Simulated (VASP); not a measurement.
Set up this calculation in VASP 6.6.1, as the native input.

* Task: single point
* Functional: PBE
* Potentials or basis: VASP PAW PBE potentials, release 64 (Sn_d, Se)
* Cutoff: 520 eV
* k mesh: 6 × 6 × 2
* Occupations: gaussian, width 0.01 eV
* Spin: no spin polarisation
* Dipole correction: no
* Further INCAR settings: ALGO = Normal; EDIFF = 1e-07; NBANDS = 20

The structure of SnSe2 lies in POSCAR:

```
SnSe2
1.0
    3.8251493298      0.0000000000      0.0000000000
   -1.9125746649      3.3126764929      0.0000000000
    0.0000000000      0.0000000000      6.4138914363
Sn Se
1 2
Direct
    0.0000000000      0.0000000000      0.0000000000
    0.3333333333      0.6666666667      0.2463248127
    0.6666666667      0.3333333333      0.7536751873
```

This cell differs from its parent crystal: uniaxial z strain +3.0%.

The input as run:

INCAR

```
SYSTEM = SnSe2
PREC = Accurate
ENCUT = 520
EDIFF = 1E-7
ISMEAR = 0
SIGMA = 0.01
LREAL = .FALSE.
LASPH = .TRUE.
NELM = 60
ALGO = Normal
ISIF = 2
LWAVE = .FALSE.
LCHARG = .TRUE.
GGA = PE
LELF = .TRUE.
LVHAR = .TRUE.
NBANDS = 20
```

KPOINTS

```
Automatic mesh
0
G
  6 6 2
  0 0 0
```

Potentials or basis: VASP PAW PBE potentials, release 64 (Sn_d, Se).

Launch:

```console
$ cat potpaw_PBE.64/Sn_d/POTCAR potpaw_PBE.64/Se/POTCAR > POTCAR
$ mpirun -np 1 vasp_std > vasp.out
```

It gave:

| Item | Value |
| --- | --- |
| Pressure | 2.5 GPa |
| Largest force | 0.256 eV/Å |
| Band gap on the k mesh | 0.74 eV, indirect (least direct gap 1.27 eV) |

Caveat: the k points lie up to 0.49 Å⁻¹ apart; the cell differs from its parent crystal (uniaxial z strain +3.0%); spin-orbit coupling is left out, which moves the levels of the heavy elements; this functional lacks dispersion, which binds the layers, so the pressure and a relaxed spacing across them are unreliable.

Wall time 22 s on 1 thread of AMD EPYC 9R45 (Zen 5) (shared host), peak memory 0.15 GiB.
